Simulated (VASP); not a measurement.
# Mo3N4 (Pm-3m) in VASP: notebook

Runs on Mo3N4. Level: PBE. Tasks: single point.

Program: VASP 6.6.1. These are calculated values, not measurements. Logs are shortened: lines on timing, memory, paths and dates and some standing lists are left out, and cuts for length are marked.

### 1 The cell of the first run

Symmetry: Pm-3m, No. 221, cubic system. The conventional cell has a = 4.232 Å, b = 4.232 Å, c = 4.232 Å, α = 90.00°, β = 90.00°, γ = 90.00°. Mo (site symmetry 4/mmm) has 6 N at 2.12 Å within 2.8 Å. N (site symmetry m-3m) has 6 Mo at 2.12 Å within 2.8 Å. N (site symmetry 4/mmm) has 4 Mo at 2.12 Å within 2.8 Å.

### 2 Single point, PBE (10.82 Å³/atom)

INCAR

```
SYSTEM = Mo3N4
PREC = Accurate
ENCUT = 520
EDIFF = 1E-6
ISMEAR = -1
SIGMA = 0.15
LREAL = .FALSE.
LASPH = .TRUE.
NELM = 100
ALGO = Normal
ISIF = 2
LWAVE = .FALSE.
LCHARG = .FALSE.
GGA = PE
NBANDS = 40
```

KPOINTS

```
Automatic mesh
0
G
  8 8 8
  0 0 0
```

POSCAR

```
Mo3N4
1.0
    4.2315177918      0.0000000000      0.0000000000
    0.0000000000      4.2315177918      0.0000000000
    0.0000000000      0.0000000000      4.2315177918
Mo N
3 4
Direct
    0.5000000000      0.5000000000      0.0000000000
    0.0000000000      0.5000000000      0.5000000000
    0.5000000000      0.0000000000      0.5000000000
    0.5000000000      0.5000000000      0.5000000000
    0.5000000000      0.0000000000      0.0000000000
    0.0000000000      0.5000000000      0.0000000000
    0.0000000000      0.0000000000      0.5000000000
```

Potentials or basis: VASP PAW PBE potentials, release 64 (Mo_sv, N).

Run with:

```bash
$ cat potpaw_PBE.64/Mo_sv/POTCAR potpaw_PBE.64/N/POTCAR > POTCAR
$ mpirun -np 1 vasp_std > vasp.out
```

OUTCAR:

```text
SYSTEM = Mo3N4
   PREC = Accurate
   ENCUT = 520
   EDIFF = 1E-6
   ISMEAR = -1
   LREAL = .FALSE.
   LASPH = .TRUE.
   NELM = 100
   ISIF = 2
   GGA = PE

 ion  position               nearest neighbor table
   1  0.500  0.500  0.000-   4 2.12   5 2.12   6 2.12   4 2.12   5 2.12   6 2.12   3 2.99   3 2.99
                             3 2.99   2 2.99   3 2.99   2 2.99   2 2.99   2 2.99
   2  0.000  0.500  0.500-   4 2.12   6 2.12   7 2.12   6 2.12   7 2.12   4 2.12   3 2.99   3 2.99
                             1 2.99   1 2.99   3 2.99   1 2.99   1 2.99   3 2.99
   3  0.500  0.000  0.500-   4 2.12   5 2.12   7 2.12   5 2.12   4 2.12   7 2.12   2 2.99   1 2.99
                             2 2.99   1 2.99   1 2.99   2 2.99   1 2.99   2 2.99
   4  0.500  0.500  0.500-   1 2.12   2 2.12   3 2.12   1 2.12   3 2.12   2 2.12
   5  0.500  0.000  0.000-   1 2.12   3 2.12   3 2.12   1 2.12
   6  0.000  0.500  0.000-   1 2.12   2 2.12   2 2.12   1 2.12
   7  0.000  0.000  0.500-   2 2.12   3 2.12   2 2.12   3 2.12

  LATTYP: Found a simple cubic cell.
 ALAT       =     4.2315177918

  Lattice vectors:

 A1 = (   4.2315177918,   0.0000000000,   0.0000000000)
 A2 = (   0.0000000000,   4.2315177918,   0.0000000000)
 A3 = (   0.0000000000,   0.0000000000,   4.2315177918)

Analysis of symmetry for initial positions (statically):
=====================================================================
 Subroutine PRICEL returns:
 Original cell was already a primitive cell.

 Routine SETGRP: Setting up the symmetry group for a
 simple cubic supercell.

 Subroutine GETGRP returns: Found 48 space group operations
 (whereof 48 operations were pure point group operations)
 out of a pool of 48 trial point group operations.

The static configuration has the point symmetry O_h .

Analysis of symmetry for dynamics (positions and initial velocities):
=====================================================================
 Subroutine PRICEL returns:
 Original cell was already a primitive cell.

 Routine SETGRP: Setting up the symmetry group for a
 simple cubic supercell.

 Subroutine GETGRP returns: Found 48 space group operations
 (whereof 48 operations were pure point group operations)
 out of a pool of 48 trial point group operations.

The dynamic configuration has the point symmetry O_h .

 Subroutine INISYM returns: Found 48 space group operations
 (whereof 48 operations are pure point group operations),
 and found     1 'primitive' translations

----------------------------------------------------------------------------------------

                                     Primitive cell

  volume of cell :      75.7685

  direct lattice vectors                    reciprocal lattice vectors
     4.231517792  0.000000000  0.000000000     0.236321823  0.000000000  0.000000000
     0.000000000  4.231517792  0.000000000     0.000000000  0.236321823  0.000000000
     0.000000000  0.000000000  4.231517792     0.000000000  0.000000000  0.236321823

  length of vectors
     4.231517792  4.231517792  4.231517792     0.236321823  0.236321823  0.236321823

  position of ions in fractional coordinates (direct lattice)
     0.500000000  0.500000000  0.000000000
     0.000000000  0.500000000  0.500000000
     0.500000000  0.000000000  0.500000000
     0.500000000  0.500000000  0.500000000
     0.500000000  0.000000000  0.000000000
     0.000000000  0.500000000  0.000000000
     0.000000000  0.000000000  0.500000000

  ion indices of the primitive-cell ions
   primitive index   ion index
                 1           1
                 2           2
                 3           3
                 4           4
                 5           5
                 6           6
                 7           7

----------------------------------------------------------------------------------------

 KPOINTS: Automatic mesh

Automatic generation of k-mesh.
 Grid dimensions read from file:
 generate k-points for:    8    8    8

 Generating k-lattice:

  Cartesian coordinates                     Fractional coordinates (reciprocal lattice)
     0.029540228  0.000000000  0.000000000     0.125000000  0.000000000  0.000000000
     0.000000000  0.029540228  0.000000000     0.000000000  0.125000000  0.000000000
     0.000000000  0.000000000  0.029540228     0.000000000  0.000000000  0.125000000

  Length of vectors
     0.029540228  0.029540228  0.029540228

  Shift w.r.t. Gamma in fractional coordinates (k-lattice)
     0.000000000  0.000000000  0.000000000

 Subroutine IBZKPT returns following result:
 ===========================================

 Found     35 irreducible k-points:

 Following reciprocal coordinates:
            Coordinates               Weight
  0.000000  0.000000  0.000000      1.000000
  0.125000  0.000000  0.000000      6.000000
  0.250000  0.000000  0.000000      6.000000
  0.375000  0.000000  0.000000      6.000000
  0.500000  0.000000  0.000000      3.000000
  0.125000  0.125000  0.000000     12.000000
[... 16 lines left out ...]
  0.375000  0.375000  0.125000     24.000000
  0.500000  0.375000  0.125000     24.000000
 [... further k-points ...]
   k-points           NKPTS =     35   k-points in BZ     NKDIM =     35   number of bands    NBANDS=     40
   number of dos      NEDOS =    301   number of ions     NIONS =      7
   total plane-waves  NPLWV =  32768
   dimension x,y,z NGX =    32 NGY =   32 NGZ =   32
   dimension x,y,z NGXF=    64 NGYF=   64 NGZF=   64
   ions per type =               3   4
   NGX,Y,Z   is equivalent  to a cutoff of  12.57, 12.57, 12.57 a.u.
   NGXF,Y,Z  is equivalent  to a cutoff of  25.14, 25.14, 25.14 a.u.
 SYSTEM =  Mo3N4
   PREC   = accura    normal or accurate (medium, high low for compatibility)
   ISTART =      0    job   : 0-new  1-cont  2-samecut
   ICHARG =      2    charge: 1-file 2-atom 10-const
   ISPIN  =      1    spin polarized calculation?
   LNONCOLLINEAR =      F non collinear calculations
   LSORBIT =      F    spin-orbit coupling
   LASPH  =      T    aspherical Exc in radial PAW
   ENCUT  =  520.0 eV  38.22 Ry    6.18 a.u.   7.87  7.87  7.87*2*pi/ulx,y,z
   NELM   =    100;   NELMIN=  2; NELMDL= -5     # of ELM steps
   EDIFF  = 0.1E-05   stopping-criterion for ELM
   LREAL  =      F    real-space projection
   EDIFFG = 0.1E-04   stopping-criterion for IOM
   NSW    =      0    number of steps for IOM
   IBRION =     -1    ionic relax: 0-MD 1-quasi-New 2-CG
   NFREE  =      0    steps in history (QN), initial steepest desc. (CG)
   ISIF   =      2    stress and relaxation
   ISYM   =      2    0-nonsym 1-usesym 2-fastsym
   POTIM  = 0.5000    time-step for ionic-motion
   TEBEG  =    0.0;   TEEND  =   0.0 temperature during run
   PSTRESS=    0.0 pullay stress
   NELECT =      62.0000    total number of electrons
   NUPDOWN=      -1.0000    fix difference up-down
   EMIN   =  10.00;   EMAX   =-10.00  energy-range for DOS
   EFERMI =   0.00;   METHOD = LEGACY
   ISMEAR =    -1;   SIGMA  =   0.15  broadening in eV -4-tet -1-fermi 0-gaus
   EFERMI_NEDOS =   21; number of points for ismear=-14 and -15
   IALGO  =     38    algorithm
   IMIX   =      4    mixing-type and parameters
     AMIX     =   0.40;   BMIX     =  1.00
     AMIX_MAG =   1.60;   BMIX_MAG =  1.00
  volume/ion in A,a.u.               =      10.82        73.04
  Fermi-wavevector in a.u.,A,eV,Ry     =   1.531237  2.893619 31.901421  2.344688
  Thomas-Fermi vector in A             =   2.638610
   LORBIT       =      0    0 simple, 1 ext, 2 COOP (PROOUT), +10 PAW based schemes
   GGA     = PE    functional components
   LHFCALC =     F    Hartree Fock is set to
   AEXX    =    0.0000 exact exchange contribution
   IVDW    =     0    specifies the selected vdW correction
   LEPSILON=     F    determine dielectric tensor
   LRPA    =     F    only Hartree local field effects (RPA)
 non-spin polarized calculation
  energy-cutoff  :      520.00
  volume of cell :       75.77
 maximum number of plane-waves:      2064
 NGX is ok and might be reduce to    32
   NGX = 15   NGY = 15   NGZ = 15

 number of electron      62.0000006 magnetization

 Free energy of the ion-electron system (eV)
  ---------------------------------------------------
  ext. energy  EPLUGINS =         0.00000000
  ---------------------------------------------------
  free energy    TOTEN  =       -67.40363057 eV

  energy without entropy =      -67.11125349  energy(sigma->0) =      -67.25744203

 E-fermi :  10.5323     XC(G=0): -12.7330

 val. band max:       10.4817824716   @ k =   0.1250   0.1250   0.0000
 cond. band min:      10.5345924377   @ k =   0.5000   0.3750   0.3750
 fundamental gap:      0.0528099661
 Fermi energy:        10.5322975250

 k-point     1 :       0.0000    0.0000    0.0000
  band No.  band energies     occupation
      1     -51.9254      2.00000
      2     -51.7998      2.00000
      3     -51.7998      2.00000
      4     -26.3381      2.00000
      5     -26.3381      2.00000
      6     -26.3381      2.00000
[... 32 lines left out ...]
     39      12.3558      0.00001
     40      12.3558      0.00001

 k-point     2 :       0.1250    0.0000    0.0000
  band No.  band energies     occupation
      1     -51.9212      2.00000
      2     -51.8040      2.00000
      3     -51.7997      2.00000
      4     -26.3275      2.00000
      5     -26.3275      2.00000
      6     -26.3226      2.00000
[... 32 lines left out ...]
     39      12.3248      0.00001
     40      12.3565      0.00001

 k-point     3 :       0.2500    0.0000    0.0000
  band No.  band energies     occupation
      1     -51.9093      2.00000
      2     -51.8157      2.00000
      3     -51.7996      2.00000
      4     -26.3000      2.00000
      5     -26.3000      2.00000
      6     -26.2785      2.00000
[... 853 lines left out ...]
  band No.  band energies     occupation
      1     -51.8654      2.00000
      2     -51.8350      2.00000
      3     -51.8230      2.00000
      4     -26.4957      2.00000
      5     -26.1467      2.00000
      6     -26.1177      2.00000
[... 32 lines left out ...]
     39      14.1876      0.00000
     40      14.4286      0.00000

 k-point    24 :       0.5000    0.3750    0.1250
  band No.  band energies     occupation
      1     -51.8559      2.00000
      2     -51.8410      2.00000
      3     -51.8262      2.00000
      4     -26.5107      2.00000
      5     -26.1636      2.00000
      6     -26.1053      2.00000
[... 32 lines left out ...]
     39      14.2817      0.00000
     40      14.3635      0.00000

 [... further k-points ...]

------------------------ aborting loop because EDIFF is reached ----------------------------------------

  FORCE on cell =-STRESS in cart. coord.  units (eV):
  Direction    XX          YY          ZZ          XY          YZ          ZX
  --------------------------------------------------------------------------------------
  -------------------------------------------------------------------------------------
  Total       -2.6333323     -2.6333323     -2.6333323      0.0000000      0.0000000      0.0000000
  in kB      -55.6836554    -55.6836554    -55.6836554      0.0000000      0.0000000      0.0000000
  external PRESSURE =     -55.6836554 kB  Pullay stress =       0.0000000 kB

 VOLUME and BASIS-vectors are now :
 -----------------------------------------------------------------------------
  energy-cutoff  :      520.00
  volume of cell :       75.77
      direct lattice vectors                 reciprocal lattice vectors
     4.231517792  0.000000000  0.000000000     0.236321823  0.000000000  0.000000000
     0.000000000  4.231517792  0.000000000     0.000000000  0.236321823  0.000000000
     0.000000000  0.000000000  4.231517792     0.000000000  0.000000000  0.236321823

 POSITION                                       TOTAL-FORCE (eV/Angst)
 -----------------------------------------------------------------------------------
      2.11576      2.11576      0.00000         0.000000      0.000000      0.000000
      0.00000      2.11576      2.11576         0.000000      0.000000      0.000000
      2.11576      0.00000      2.11576         0.000000      0.000000      0.000000
      2.11576      2.11576      2.11576         0.000000      0.000000      0.000000
      2.11576      0.00000      0.00000         0.000000      0.000000      0.000000
      0.00000      2.11576      0.00000         0.000000      0.000000      0.000000
      0.00000      0.00000      2.11576         0.000000      0.000000      0.000000
 -----------------------------------------------------------------------------------
    total drift:                                0.000000     -0.000000     -0.000000

  FREE ENERGIE OF THE ION-ELECTRON SYSTEM (eV)
  ---------------------------------------------------
  free  energy   TOTEN  =       -67.4036305654 eV

  energy  without entropy=      -67.1112534913  energy(sigma->0) =      -67.25744203
```

Run time: 2.4 min. Hardware: 1 thread of Intel Xeon 8259CL, shared host; peak memory 0.22 GiB.

What came out:

| Item | Value |
| --- | --- |
| Free energy | -67.4036 eV |
| Pressure | -5.6 GPa |
| Band gap on the k mesh | zero (bands 31 and 32 overlap by 1.76 eV) |

Caveat: the cell stands under tension.

### 3 Single point, PBE (10.40 Å³/atom)

This run uses another cell than the first one, of 10.40 Å³/atom.

INCAR

```
SYSTEM = Mo3N4
ALGO     = Normal         ! electronic algorithm
EDIFF    = 1E-6           ! SCF threshold, eV
ENCUT    = 520            ! plane-wave cutoff, eV
GGA      = PE             ! functional
ISIF     = 2              ! what is computed and relaxed
ISMEAR   = -1             ! smearing method
LASPH    = .TRUE.         ! aspherical terms in the spheres
LCHARG   = .FALSE.        ! write CHGCAR
LREAL    = .FALSE.        ! projectors in reciprocal space
LWAVE    = .FALSE.        ! write WAVECAR
NBANDS   = 40             ! bands
NELM     = 100            ! most SCF steps
PREC     = Accurate       ! precision mode
SIGMA    = 0.15           ! smearing width, eV
```

KPOINTS

```
k-points
0
G
  8 8 8
  0 0 0
```

Changes to POSCAR since step 2:

```diff
@@ -2,5 +2,5 @@
 1.0
-    4.2315177918      0.0000000000      0.0000000000
-    0.0000000000      4.2315177918      0.0000000000
-    0.0000000000      0.0000000000      4.2315177918
+    4.1754645985      0.0000000000      0.0000000000
+    0.0000000000      4.1754645985      0.0000000000
+    0.0000000000      0.0000000000      4.1754645985
 Mo N
```

Potentials or basis: VASP PAW PBE potentials, release 64 (Mo_sv, N).

Run with:

```bash
$ cat potpaw_PBE.64/Mo_sv/POTCAR potpaw_PBE.64/N/POTCAR > POTCAR
$ mpirun -np 1 vasp_std > vasp.out
```

It took 2.1 min on 1 thread of Intel Xeon 8259CL, shared host; peak memory 0.22 GiB.

It converged, with:

```yaml
Free_energy: -67.3906 eV
Pressure: 7.1 GPa
Band_gap_on_the_k_mesh: zero (bands 31 and 32 overlap by 1.90 eV)
```

Levels at points of the mesh, in eV from the Fermi level:
| k point | band 28 | band 29 | band 30 | band 31 | band 32 | band 33 | band 34 | band 35 |
| --- | --- | --- | --- | --- | --- | --- | --- | --- |
| (0.00, 0.00, 0.00) | -2.71 | -1.54 | -1.54 | -1.54 | -0.84 | -0.84 | -0.84 | -0.47 |
| (0.50, 0.00, 0.00) | -2.90 | -2.77 | -1.49 | -0.24 | 0.09 | 0.09 | 0.37 | 0.37 |
| (0.50, 0.50, 0.00) | -0.94 | -0.61 | 0.10 | 0.56 | 0.64 | 0.64 | 0.97 | 0.97 |
| (0.50, 0.50, 0.50) | -2.40 | 0.74 | 0.74 | 0.74 | 1.63 | 1.63 | 1.63 | 2.33 |

Caveat: the cell stands under pressure.
